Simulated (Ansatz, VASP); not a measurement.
Two plane-wave programs on Al2Cu

File INCAR:

```
  PREC = Accurate
  ENCUT = 600
  EDIFF = 1E-7
  ISMEAR = -1
  SIGMA = 0.05
  LREAL = False
  LASPH = True
  NELM = 60
  ALGO = Normal
  ISIF = 3
  LWAVE = False
  LCHARG = False
  GGA = CA
  IBRION = 2
  NSW = 60
  EDIFFG = -0.01
```

The input KPOINTS:

```
Automatic mesh
0
Gamma
  7 7 7
```

File POSCAR:

```
Al2Cu
1.0
   -3.0335000000      3.0335000000      2.4385000000
    3.0335000000     -3.0335000000      2.4385000000
    3.0335000000      3.0335000000     -2.4385000000
Cu Al
2 4
Direct
    0.2500000000      0.2500000000      0.0000000000
    0.7500000000      0.7500000000      0.0000000000
    0.3419000000      0.1581000000      0.5000000000
    0.8419000000      0.3419000000      0.1838000000
    0.6581000000      0.8419000000      0.5000000000
    0.1581000000      0.6581000000      0.8162000000
```

The input input.yaml:

```yaml
crystal:
  lattice:
    - [-3.0335, 3.0335, 2.4385]
    - [3.0335, -3.0335, 2.4385]
    - [3.0335, 3.0335, -2.4385]
  atoms:
    - { symbol: Cu, position: [0.25, 0.25, 0.0] }
    - { symbol: Cu, position: [0.75, 0.75, 0.0] }
    - { symbol: Al, position: [0.3419, 0.1581, 0.5] }
    - { symbol: Al, position: [0.8419, 0.3419, 0.1838] }
    - { symbol: Al, position: [0.6581, 0.8419, 0.5] }
    - { symbol: Al, position: [0.1581, 0.6581, 0.8162] }
hamiltonian:
  xc: lda
  pseudopotentials: { kind: paw }
kpoints:
  mp_grid: { grid: [7, 7, 7] }
scf:
  occupations: { method: fermi_dirac, width: 0.05 }
output:
  forces: true
  stress: true
  eigenvalues: true
relax:
  f_tol: 0.01
  max_steps: 40
  cell: { stress_tol: 0.05 }
```

Alike in both runs: task relaxation of cell and atoms; functional LDA; k mesh 7 × 7 × 7; occupations fermi-dirac, width 0.05 eV; no spin polarisation.

|  | VASP | Ansatz |
| --- | --- | --- |
| version | VASP 6.6.1 | Ansatz 0.2.0 |
| potentials or method | VASP PAW LDA potentials, release 64 (Cu, Al) | Ansatz PAW |
| plane-wave cutoff (eV) | 600 | 420 |
| valence electrons in the cell | 34 | 50 |

|  | VASP | Ansatz | Ansatz less VASP |
| --- | --- | --- | --- |
| gap on the k mesh at the Fermi level, each at its own relaxed structure (eV) | none | none | - |
| relaxed volume (Å³/atom) | 14.08 | 14.05 | -0.034 |
| relaxed length of the cell vector where the two differ most in proportion (Å) | 4.835 | 4.831 | -0.0040 |

LDA's correlation is that of Perdew and Zunger in VASP and of Perdew and Wang (1992) in Ansatz. A gap of «none» marks a metal or a gap that the smearing closes. VASP's potentials hold 34 valence electrons a cell and Ansatz's 50, so a difference there can come from the potentials and not from the codes.

Noted on Ansatz's run: the plane-wave basis is chosen anew once the cell has moved, so the energies of steps on either side of that aren't comparable.
